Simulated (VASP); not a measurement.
# Cu (Fd-3m) in VASP: further runs

Runs on Cu. Level: PBE. Tasks: relaxation of cell and atoms.

All numbers are computed with VASP 6.6.1; they aren't measurements. Logs are shortened: lines on timing, memory, paths and dates and some standing lists are left out, and cuts for length are marked.

## Step 1: The cell of the first run

Symmetry: Fd-3m, No. 227, cubic system. The conventional cell has a = 4.970 Å, b = 4.970 Å, c = 4.970 Å, α = 90.00°, β = 90.00°, γ = 90.00°. Within 2.8 Å of Cu (site symmetry -43m) lie 4 Cu at 2.15 Å.

This isn't the form of Cu at room conditions, which is fcc.

## Step 2: Relaxation of cell and atoms, PBE, target pressure 40 GPa, at which the enthalpy is minimised

Input file INCAR:

```
PREC     = Accurate       # precision mode
ENCUT    = 600            # plane-wave cutoff, eV
EDIFF    = 1E-7           # SCF threshold, eV
ISMEAR   = -1             # smearing method
SIGMA    = 0.05           # smearing width, eV
LREAL    = False          # projectors in reciprocal space
LASPH    = True           # aspherical terms in the spheres
NELM     = 60             # most SCF steps
ALGO     = Normal         # electronic algorithm
ISIF     = 3              # what is computed and relaxed
LWAVE    = False          # write WAVECAR
LCHARG   = False          # write CHGCAR
GGA      = PE             # functional
IBRION   = 2              # ionic algorithm
NSW      = 80             # ionic steps
EDIFFG   = -0.01          # ionic threshold
PSTRESS  = 400.0
```

Input file KPOINTS:

```
Automatic mesh
0
Gamma
  14 14 14
```

Input file POSCAR:

```
Cu
1.0
    0.0000000000      2.4850000000      2.4850000000
    2.4850000000      0.0000000000      2.4850000000
    2.4850000000      2.4850000000      0.0000000000
Cu
2
Direct
    0.0000000000      0.0000000000      0.0000000000
    0.2500000000      0.2500000000      0.2500000000
```

Potentials or basis: VASP PAW PBE potentials, release 64 (Cu).

Run with:

```sh
$ cat potpaw_PBE.64/Cu/POTCAR > POTCAR
$ mpirun -np 1 vasp_std > vasp.out
```

OUTCAR:

```text
PREC = Accurate
   ENCUT = 600
   EDIFF = 1E-7
   ISMEAR = -1
   LREAL = False
   LASPH = True
   NELM = 60
   ISIF = 3
   GGA = PE
   IBRION = 2
   NSW = 80
   EDIFFG = -0.01
   PSTRESS = 400.0

 ion  position               nearest neighbor table
   1  0.000  0.000  0.000-   2 2.15   2 2.15   2 2.15   2 2.15
   2  0.250  0.250  0.250-   1 2.15   1 2.15   1 2.15   1 2.15

  LATTYP: Found a face centered cubic cell.
 ALAT       =     4.9700000000

  Lattice vectors:

 A1 = (   0.0000000000,   2.4850000000,   2.4850000000)
 A2 = (   2.4850000000,   0.0000000000,   2.4850000000)
 A3 = (   2.4850000000,   2.4850000000,   0.0000000000)

Analysis of symmetry for initial positions (statically):
=====================================================================
 Subroutine PRICEL returns:
 Original cell was already a primitive cell.

 Routine SETGRP: Setting up the symmetry group for a
 face centered cubic supercell.

 Subroutine GETGRP returns: Found 48 space group operations
 (whereof 24 operations were pure point group operations)
 out of a pool of 48 trial point group operations.

The static configuration has the point symmetry T_d .
 The point group associated with its full space group is O_h .

Analysis of symmetry for dynamics (positions and initial velocities):
=====================================================================
 Subroutine PRICEL returns:
 Original cell was already a primitive cell.

 Routine SETGRP: Setting up the symmetry group for a
 face centered cubic supercell.

 Subroutine GETGRP returns: Found 48 space group operations
 (whereof 24 operations were pure point group operations)
 out of a pool of 48 trial point group operations.

The dynamic configuration has the point symmetry T_d .
 The point group associated with its full space group is O_h .

 Subroutine INISYM returns: Found 48 space group operations
 (whereof 24 operations are pure point group operations),
 and found     1 'primitive' translations

----------------------------------------------------------------------------------------

                                     Primitive cell

  volume of cell :      30.6909

  direct lattice vectors                    reciprocal lattice vectors
     0.000000000  2.485000000  2.485000000    -0.201207243  0.201207243  0.201207243
     2.485000000  0.000000000  2.485000000     0.201207243 -0.201207243  0.201207243
     2.485000000  2.485000000  0.000000000     0.201207243  0.201207243 -0.201207243

  length of vectors
     3.514320702  3.514320702  3.514320702     0.348501169  0.348501169  0.348501169

  position of ions in fractional coordinates (direct lattice)
     0.000000000  0.000000000  0.000000000
     0.250000000  0.250000000  0.250000000

  ion indices of the primitive-cell ions
   primitive index   ion index
                 1           1
                 2           2

----------------------------------------------------------------------------------------

 KPOINTS: Automatic mesh

Automatic generation of k-mesh.
 Grid dimensions read from file:
 generate k-points for:   14   14   14

 Generating k-lattice:

  Cartesian coordinates                     Fractional coordinates (reciprocal lattice)
    -0.014371946  0.014371946  0.014371946     0.071428571  0.000000000  0.000000000
     0.014371946 -0.014371946  0.014371946     0.000000000  0.071428571  0.000000000
     0.014371946  0.014371946 -0.014371946     0.000000000  0.000000000  0.071428571

  Length of vectors
     0.024892941  0.024892941  0.024892941

  Shift w.r.t. Gamma in fractional coordinates (k-lattice)
     0.000000000  0.000000000  0.000000000

 Subroutine IBZKPT returns following result:
 ===========================================

 Found    104 irreducible k-points:

 Following reciprocal coordinates:
            Coordinates               Weight
  0.000000  0.000000  0.000000      1.000000
  0.071429  0.000000  0.000000      8.000000
  0.142857  0.000000  0.000000      8.000000
  0.214286  0.000000  0.000000      8.000000
  0.285714  0.000000  0.000000      8.000000
  0.357143  0.000000  0.000000      8.000000
[... 16 lines left out ...]
  0.214286  0.142857  0.000000     24.000000
  0.285714  0.142857  0.000000     24.000000
 [... further k-points ...]
   k-points           NKPTS =    104   k-points in BZ     NKDIM =    104   number of bands    NBANDS=     15
   number of dos      NEDOS =    301   number of ions     NIONS =      2
   total plane-waves  NPLWV =  21952
   dimension x,y,z NGX =    28 NGY =   28 NGZ =   28
   dimension x,y,z NGXF=    56 NGYF=   56 NGZF=   56
   ions per type =               2
   NGX,Y,Z   is equivalent  to a cutoff of  13.25, 13.25, 13.25 a.u.
   NGXF,Y,Z  is equivalent  to a cutoff of  26.49, 26.49, 26.49 a.u.
 SYSTEM =  unknown system
   PREC   = accura    normal or accurate (medium, high low for compatibility)
   ISTART =      0    job   : 0-new  1-cont  2-samecut
   ICHARG =      2    charge: 1-file 2-atom 10-const
   ISPIN  =      1    spin polarized calculation?
   LNONCOLLINEAR =      F non collinear calculations
   LSORBIT =      F    spin-orbit coupling
   LASPH  =      T    aspherical Exc in radial PAW
   ENCUT  =  600.0 eV  44.10 Ry    6.64 a.u.   7.02  7.02  7.02*2*pi/ulx,y,z
   NELM   =     60;   NELMIN=  2; NELMDL= -5     # of ELM steps
   EDIFF  = 0.1E-06   stopping-criterion for ELM
   LREAL  =      F    real-space projection
   EDIFFG = -.1E-01   stopping-criterion for IOM
   NSW    =     80    number of steps for IOM
   IBRION =      2    ionic relax: 0-MD 1-quasi-New 2-CG
   NFREE  =      1    steps in history (QN), initial steepest desc. (CG)
   ISIF   =      3    stress and relaxation
   ISYM   =      2    0-nonsym 1-usesym 2-fastsym
   POTIM  = 0.5000    time-step for ionic-motion
   TEBEG  =    0.0;   TEEND  =   0.0 temperature during run
   PSTRESS=  400.0 pullay stress
   NELECT =      22.0000    total number of electrons
   NUPDOWN=      -1.0000    fix difference up-down
   EMIN   =  10.00;   EMAX   =-10.00  energy-range for DOS
   EFERMI =   0.00;   METHOD = LEGACY
   ISMEAR =    -1;   SIGMA  =   0.05  broadening in eV -4-tet -1-fermi 0-gaus
   EFERMI_NEDOS =   21; number of points for ismear=-14 and -15
   IALGO  =     38    algorithm
   IMIX   =      4    mixing-type and parameters
     AMIX     =   0.40;   BMIX     =  1.00
     AMIX_MAG =   1.60;   BMIX_MAG =  1.00
  volume/ion in A,a.u.               =      15.35       103.56
  Fermi-wavevector in a.u.,A,eV,Ry     =   1.465141  2.768714 29.206773  2.146637
  Thomas-Fermi vector in A             =   2.581033
   LORBIT       =      0    0 simple, 1 ext, 2 COOP (PROOUT), +10 PAW based schemes
   GGA     = PE    functional components
   LHFCALC =     F    Hartree Fock is set to
   AEXX    =    0.0000 exact exchange contribution
   IVDW    =     0    specifies the selected vdW correction
   LEPSILON=     F    determine dielectric tensor
   LRPA    =     F    only Hartree local field effects (RPA)
 conjugate gradient relaxation of ions
 non-spin polarized calculation
  energy-cutoff  :      600.00
  volume of cell :       30.69
 maximum number of plane-waves:      1039
   NGX = 13   NGY = 13   NGZ = 13

--------------------------------------- Ionic step        1  -------------------------------------------

 number of electron      22.0000024 magnetization

 Free energy of the ion-electron system (eV)
  ---------------------------------------------------
  ext. energy  EPLUGINS =         0.00000000
  ---------------------------------------------------
  free energy    TOTEN  =        -4.98331151 eV

  energy without entropy =       -4.97746833  energy(sigma->0) =       -4.98038992

------------------------ aborting loop because EDIFF is reached ----------------------------------------

  FORCE on cell =-STRESS in cart. coord.  units (eV):
  Direction    XX          YY          ZZ          XY          YZ          ZX
  --------------------------------------------------------------------------------------
  -------------------------------------------------------------------------------------
  Total        4.1235144      4.1235144      4.1235144      0.0000000      0.0000000      0.0000000
  in kB      215.2627699    215.2627699    215.2627699      0.0000000      0.0000000      0.0000000
  external PRESSURE =    -184.7372301 kB  Pullay stress =     400.0000000 kB
[... 213 lines left out ...]
  enthalpy is  TOTEN    =         2.4921971731 eV   P V=        6.9282076946

--------------------------------------- Ionic step        7  -------------------------------------------

 number of electron      22.0000008 magnetization

 Free energy of the ion-electron system (eV)
  ---------------------------------------------------
  ext. energy  EPLUGINS =         0.00000000
  ---------------------------------------------------
  free energy    TOTEN  =        -4.42215475 eV

  energy without entropy =       -4.41651804  energy(sigma->0) =       -4.41933640

 E-fermi :   5.9002     XC(G=0): -11.5417

 val. band max:        5.8625718321   @ k =  -0.4286   0.3571   0.0000
 cond. band min:       5.9578623928   @ k =  -0.4286   0.2857   0.0000
 fundamental gap:      0.0952905606
 Fermi energy:         5.9002297220

 k-point     1 :       0.0000    0.0000    0.0000
  band No.  band energies     occupation
      1      -2.3548      2.00000
      2       1.5904      2.00000
      3       1.5904      2.00000
      4       1.6555      2.00000
      5       1.6555      2.00000
      6       1.6555      2.00000
      7       3.3006      2.00000
      8       3.3006      2.00000
      9       3.3006      2.00000
     10       4.3891      2.00000
     11       4.3891      2.00000
     12      18.1850      0.00000
     13      18.1850      0.00000
     14      18.1850      0.00000
     15      18.6947      0.00000
[... 397 lines left out ...]
 k-point    24 :       0.2857    0.1429    0.0000
  band No.  band energies     occupation
      1      -0.9040      2.00000
      2       1.1567      2.00000
      3       1.6568      2.00000
      4       1.7139      2.00000
      5       1.9116      2.00000
      6       2.2131      2.00000
      7       2.6198      2.00000
      8       3.4829      2.00000
      9       3.5727      2.00000
     10       4.1464      2.00000
     11       4.5076      2.00000
     12      11.0750      0.00000
     13      13.5220      0.00000
     14      14.9395      0.00000
     15      17.0684      0.00000

 [... further k-points ...]

------------------------ aborting loop because EDIFF is reached ----------------------------------------

  FORCE on cell =-STRESS in cart. coord.  units (eV):
  Direction    XX          YY          ZZ          XY          YZ          ZX
  --------------------------------------------------------------------------------------
  -------------------------------------------------------------------------------------
  Total        6.9165031      6.9165031      6.9165031      0.0000000      0.0000000     -0.0000000
  in kB      400.1287037    400.1287037    400.1287037      0.0000000      0.0000000     -0.0000000
  external PRESSURE =       0.1287037 kB  Pullay stress =     400.0000000 kB
[... 17 lines left out ...]
  FREE ENERGIE OF THE ION-ELECTRON SYSTEM (eV)
  ---------------------------------------------------
  free  energy   TOTEN  =        -4.4221547529 eV

  energy  without entropy=       -4.4165180406  energy(sigma->0) =       -4.41933640

  enthalpy is  TOTEN    =         2.4921235826 eV   P V=        6.9142783355

 reached required accuracy - stopping structural energy minimisation
```

Wall time 7.2 min (1 thread of Intel Xeon 8259CL, shared host); peak memory 0.2 GiB.

Results:

```
Free energy                                                : -4.4222 eV
Relaxed volume                                             : 13.85 Å³/atom
Relaxed cell                                               : a = 3.396 Å, b = 3.396 Å, c = 3.396 Å, α = 60.00°, β = 60.00°, γ = 60.00°
Space group after relaxing (to 0.1 Å)                      : Fd-3m (No. 227)
Energy change on relaxing (the run minimises the enthalpy) : +280.6 meV/atom
Ionic steps                                                : 7
Pressure after relaxing                                    : 40.0 GPa
Band gap on the k mesh                                     : zero (bands 11 and 12 overlap by 1.12 eV)
```

Step by step:
```csv
step,energy change (eV),largest force (eV/Å),pressure (GPa),volume (Å³)
1,0.0000,0.0000,21.53,30.69
2,2.1807,0.0000,89.69,23.48
3,0.5296,0.0000,38.99,27.82
4,0.5561,0.0000,39.84,27.72
5,0.5704,0.0000,40.31,27.66
6,0.5473,0.0000,39.59,27.75
7,0.5612,0.0000,40.01,27.69
```

Final structure:
```xyz
2
Lattice="0.0000 2.4014 2.4014 2.4014 0.0000 2.4014 2.4014 2.4014 0.0000" Properties=species:S:1:pos:R:3 pbc="T T T"
Cu    0.0000    0.0000    0.0000
Cu    1.2007    1.2007    1.2007
```

Caveat: the cell is relaxed towards a set pressure, so the run minimises the enthalpy, not the energy.

## Step 3: Relaxation of cell and atoms, PBE, target pressure 60 GPa, at which the enthalpy is minimised

Input file INCAR:

```
ALGO = Normal
EDIFF = 1E-6
EDIFFG = -0.01
ENCUT = 600
GGA = PE
IBRION = 2
ISIF = 3
ISMEAR = -1
LASPH = T
LCHARG = F
LREAL = F
LWAVE = F
NELM = 100
NSW = 80
PREC = Accurate
PSTRESS = 600.0
SIGMA = 0.05
```

Input file KPOINTS:

```
k-points
0
Gamma
  14 14 14
```

POSCAR is that of step 2.

Potentials or basis: VASP PAW PBE potentials, release 64 (Cu).

Run with:

```sh
$ cat potpaw_PBE.64/Cu/POTCAR > POTCAR
$ mpirun -np 1 vasp_std > vasp.out
```

Wall time 5.3 min (1 thread of Intel Xeon 8259CL, shared host); peak memory 0.2 GiB.

The run converged. Its results:

```
Free energy                                                : -3.7757 eV
Relaxed volume                                             : 12.80 Å³/atom
Relaxed cell                                               : a = 3.308 Å, b = 3.308 Å, c = 3.308 Å, α = 60.00°, β = 60.00°, γ = 60.00°
Space group after relaxing (to 0.1 Å)                      : Fd-3m (No. 227)
Energy change on relaxing (the run minimises the enthalpy) : +603.8 meV/atom
Ionic steps                                                : 5
Pressure after relaxing                                    : 60.0 GPa
Band gap on the k mesh                                     : zero (bands 11 and 12 overlap by 1.16 eV)
```

The path:
```csv
step,energy change (eV),largest force (eV/Å),pressure (GPa),volume (Å³)
1,0.0000,0.0000,21.39,30.69
2,9.4264,0.0000,319.31,17.02
3,0.9662,0.0000,52.48,26.28
4,1.1216,0.0000,57.34,25.83
5,1.2076,0.0000,60.01,25.60
```

Final structure:
```
CELL_PARAMETERS angstrom
0.00000 2.33911 2.33911
2.33911 0.00000 2.33911
2.33911 2.33911 0.00000
ATOMIC_POSITIONS crystal
Cu 0.00000 0.00000 0.00000
Cu 0.25000 0.25000 0.25000
```

Levels at points of the mesh, in eV from the Fermi level:
| k point | band 9 | band 10 | band 11 | band 12 | band 13 | band 14 |
| --- | --- | --- | --- | --- | --- | --- |
| (0.00, 0.00, 0.00) | -2.83 | -1.59 | -1.59 | 13.00 | 13.00 | 13.00 |
| (0.50, 0.00, 0.00) | -2.41 | -1.77 | -1.77 | -0.23 | 9.20 | 9.20 |
| (0.50, 0.50, 0.00) | -1.61 | -1.61 | 0.33 | 0.33 | 4.12 | 4.12 |

Caveat: the cell is relaxed towards a set pressure, so the run minimises the enthalpy, not the energy; the volume moved by over 15 % at a fixed basis, so the end points are rough.
